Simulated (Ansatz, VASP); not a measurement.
## Zr3As4 in VASP and in Ansatz

File INCAR:

```
  ALGO = Normal
  EDIFF = 1E-7
  EDIFFG = -0.01
  ENCUT = 500
  GGA = PE
  GGA_COMPAT = False
  IBRION = 2
  ISIF = 3
  ISMEAR = 0
  LASPH = True
  LCHARG = False
  LREAL = False
  LWAVE = False
  NELM = 120
  NELMIN = 4
  NSW = 100
  PREC = Accurate
  SIGMA = 0.02
```

KPOINTS

```
k-points
0
Gamma
  6 6 6
```

POSCAR

```
Zr3As4
1.0
    6.1603273700      0.0000000000      0.0000000000
    0.0000000000      6.1603273700      0.0000000000
    0.0000000000      0.0000000000      6.1603273700
Zr As
3 4
Direct
    0.0000000000      0.0000000000      0.5000000000
    0.0000000000      0.5000000000      0.0000000000
    0.5000000000      0.0000000000      0.0000000000
    0.2500000000      0.2500000000      0.2500000000
    0.2500000000      0.7500000000      0.7500000000
    0.7500000000      0.2500000000      0.7500000000
    0.7500000000      0.7500000000      0.2500000000
```

Input for Ansatz:

```yaml
crystal:
  lattice:
    - [6.16032737, 0.0, 0.0]
    - [0.0, 6.16032737, 0.0]
    - [0.0, 0.0, 6.16032737]
  atoms:
    - { symbol: Zr, position: [0.0, 0.0, 0.5] }
    - { symbol: Zr, position: [0.0, 0.5, 0.0] }
    - { symbol: Zr, position: [0.5, 0.0, 0.0] }
    - { symbol: As, position: [0.25, 0.25, 0.25] }
    - { symbol: As, position: [0.25, 0.75, 0.75] }
    - { symbol: As, position: [0.75, 0.25, 0.75] }
    - { symbol: As, position: [0.75, 0.75, 0.25] }
basis:
  ecutwfc: 420
kpoints:
  mp_grid: { grid: [6, 6, 6] }
hamiltonian:
  xc: pbe
scf:
  occupations: { method: gaussian, width: 0.02 }
output:
  forces: true
  stress: true
  eigenvalues: true
  write_density: true
  write_potential: true
  elf: true
  volumetric_format: npy
relax:
  adjacent_minimum: "off"
  f_tol: 0.01
  max_steps: 80
  cell: { stress_tol: 0.05 }
```

Change from the starting cell: ordered vacancies on the cation sites of zinc blende (P-43m, No. 215).

Alike in both runs: task relaxation of cell and atoms; functional PBE; k mesh 6 × 6 × 6; occupations gaussian, width 0.02 eV; no spin polarisation.

|  | VASP | Ansatz |
| --- | --- | --- |
| version | VASP 6.6.1 | Ansatz 0.2.0 |
| potentials or method | VASP PAW PBE potentials, release 64 (Zr_sv, As), cutoff 500 eV | scalar-relativistic, plane waves, PAW |
| valence electrons in the cell | 56 | 96 |

|  | VASP | Ansatz | Ansatz less VASP |
| --- | --- | --- | --- |
| gap on the k mesh at the Fermi level, each at its own relaxed structure (eV) | 0.95 | 0.95 | +0.004 |
| relaxed volume (Å³/atom) | 29.12 | 29.10 | -0.017 |
| relaxed cell length with the largest relative difference (Å) | 5.885 | 5.884 | -0.0011 |

VASP's potentials hold 56 valence electrons a cell and Ansatz's 96, so a difference there can come from the potentials and not from the codes.
